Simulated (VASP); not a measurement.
Write the native input for VASP 6.6.1 that does the following.

| Quantity | Value |
| --- | --- |
| Task | single point |
| Functional | PBE |
| Potentials or basis | VASP PAW PBE potentials, release 64 (Hf_pv, C) |
| Cutoff | 520 eV |
| k mesh | 13 × 13 × 13 |
| Occupations | fermi-dirac, width 0.1 eV |
| Spin | no spin polarisation |
| Dipole correction | no |
| Further INCAR settings | ALGO = Normal; EDIFF = 1e-06; NBANDS = 14 |

The structure of HfC (CsCl type) lies in POSCAR:

```
HfC
1.0
    2.9021892136      0.0000000000      0.0000000000
    0.0000000000      2.9021892136      0.0000000000
    0.0000000000      0.0000000000      2.9021892136
Hf C
1 1
Direct
    0.0000000000      0.0000000000      0.0000000000
    0.5000000000      0.5000000000      0.5000000000
```

One way to write it, as run:

INCAR

```
  ALGO = Normal
  EDIFF = 1E-6
  ENCUT = 520
  GGA = PE
  ISIF = 2
  ISMEAR = -1
  LASPH = T
  LCHARG = T
  LELF = T
  LREAL = F
  LVHAR = T
  LWAVE = F
  NBANDS = 14
  NELM = 100
  PREC = Accurate
  SIGMA = 0.1
```

KPOINTS

```
k-points
0
Gamma
  13 13 13
```

Potentials or basis: VASP PAW PBE potentials, release 64 (Hf_pv, C).

Run with:

```sh
$ cat potpaw_PBE.64/Hf_pv/POTCAR potpaw_PBE.64/C/POTCAR > POTCAR
$ mpirun -np 1 vasp_std > vasp.out
```

It gave:

- Pressure: -1.4 GPa
- Band gap on the k mesh: zero (band 7 reaches 7.65 eV, above the bottom of band 8 at 5.76 eV)

Caveat: spin-orbit coupling is left out, which moves the levels of the heavy elements.

Wall time 12 s on 1 thread of Intel(R) Xeon(R) Platinum 8488C (Sapphire Rapids), with other jobs on the host, peak memory 0.16 GiB.
